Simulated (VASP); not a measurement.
Write the native input for VASP 6.6.1 that does the following.

```
Task                   : single point
Functional             : PBE
Potentials or basis    : VASP PAW PBE potentials, release 64 (Zn, C)
Cutoff                 : 520 eV
k mesh                 : 6 × 6 × 1
Occupations            : gaussian, width 0.1 eV
Spin                   : collinear spin
Starting moments       : [0.0, 0.0, 1.0] μB
Dipole correction      : yes
Further INCAR settings : ALGO = Normal; EDIFF = 1e-06; NBANDS = 25
```

The structure of Zn2C lies in POSCAR:

```
Zn2C
1.0
    4.4011840000      0.0000000000      0.0000000000
   -2.2005920000      3.8115370000      0.0000000000
    0.0000000000      0.0000000000     17.0000000000
Zn C
2 1
Direct
    0.0000000000      0.0000000000      0.5687904000
    0.0000000000      0.0000000000      0.4312096000
    0.0000000000      0.0000000000      0.5000000000
```

The cell was generated, and may not be a known phase.

One way to write it, as run:

INCAR

```
  PREC = Accurate
  ENCUT = 520
  EDIFF = 1E-6
  ISMEAR = 0
  SIGMA = 0.1
  LREAL = F
  LASPH = T
  NELM = 150
  ALGO = Normal
  ISIF = 2
  LWAVE = F
  LCHARG = F
  ISPIN = 2
  MAGMOM = 0 0 1
  LORBIT = 11
  LDIPOL = T
  IDIPOL = 3
  DIPOL = 0.5 0.5 0.500
  GGA = PE
  NBANDS = 25
```

KPOINTS

```
Automatic mesh
0
Gamma
  6 6 1
```

Potentials or basis: VASP PAW PBE potentials, release 64 (Zn, C).

Run with:

```bash
$ cat potpaw_PBE.64/Zn/POTCAR potpaw_PBE.64/C/POTCAR > POTCAR
$ mpirun -np 1 vasp_std > vasp.out
```

Results of the run:

The largest force is 69.908 eV/Å and the band gap on the k mesh is zero (filled and empty bands touch). The net moment is 0.00 μB per cell and the valence electrons inside the program's atomic spheres are Zn 11.95; C 3.20.

Caveat: atoms lie so close that the PAW spheres overlap strongly, which falsifies energies and pressures.

It took 3.1 min on 1 thread of Intel(R) Xeon(R) Platinum 8259CL CPU @ 2.50GHz (Skylake/Cascade Lake), with other jobs on the host, peak memory 0.53 GiB.
